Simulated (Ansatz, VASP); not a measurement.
# Two plane-wave programs on CdInS2

File INCAR:

```
PREC = Accurate ; ENCUT = 520
EDIFF = 1E-6 ; ISMEAR = 0
SIGMA = 0.15 ; LREAL = F
LASPH = T ; NELM = 100
ALGO = Normal ; ISIF = 2
LWAVE = F ; LCHARG = F
GGA = PE ; NBANDS = 26
```

KPOINTS

```
regular mesh
0
Gamma
  12 12 6
```

The input POSCAR:

```
CdInS2
1.0
    4.0863836495      0.0000000000      0.0000000000
   -2.0431918247      3.5389120501      0.0000000000
    0.0000000000      0.0000000000      6.1115953862
Cd In S
1 1 2
Direct
    0.0000000000      0.0000000000      0.0000000000
    0.0000000000      0.0000000000      0.5000000000
    0.6666666667      0.3333333333      0.7089643644
    0.3333333333      0.6666666667      0.2910356356
```

Input for Ansatz:

```yaml
crystal:
  lattice:
    - [4.0863836495, 0.0, 0.0]
    - [-2.0431918247, 3.5389120501, 0.0]
    - [0.0, 0.0, 6.1115953862]
  atoms:
    - { symbol: Cd, position: [0.0, 0.0, 0.0] }
    - { symbol: In, position: [0.0, 0.0, 0.5] }
    - { symbol: S, position: [0.6666666667, 0.3333333333, 0.7089643644] }
    - { symbol: S, position: [0.3333333333, 0.6666666667, 0.2910356356] }
basis:
  ecutwfc: 420
kpoints:
  mp_grid: { grid: [12, 12, 6] }
hamiltonian:
  xc: pbe
scf:
  occupations: { method: gaussian, width: 0.15 }
output:
  forces: true
  stress: true
  eigenvalues: true
```

Alike in both runs: task single point; functional PBE; k mesh 12 × 12 × 6; occupations gaussian, width 0.15 eV; no spin polarisation.

|  | VASP | Ansatz |
| --- | --- | --- |
| version | VASP 6.6.1 | Ansatz 0.2.0 |
| potentials or method | VASP PAW PBE potentials, release 64 (Cd, In_d, S), cutoff 520 eV | scalar-relativistic, plane waves, PAW |
| valence electrons in the cell | 37 | 45 |

```tsv
	VASP	Ansatz	Ansatz less VASP
gap on the k mesh at the Fermi level (eV)	none	none	-
pressure (GPa)	3.7	3.6	-0.08
traceless stress, the component that is largest in VASP (GPa)	6.73	6.69	-0.034
rms of the force components (eV/Å)	0.431	0.439	+0.0075
```

Atom by atom the forces differ by 0.007 eV/Å (rms over components). A gap of «none» marks a metal or a gap that the smearing closes. With one functional, cell and mesh, what is left measures potentials, basis and numerics. VASP's potentials hold 37 valence electrons a cell and Ansatz's 45, so a difference there can come from the potentials and not from the codes.
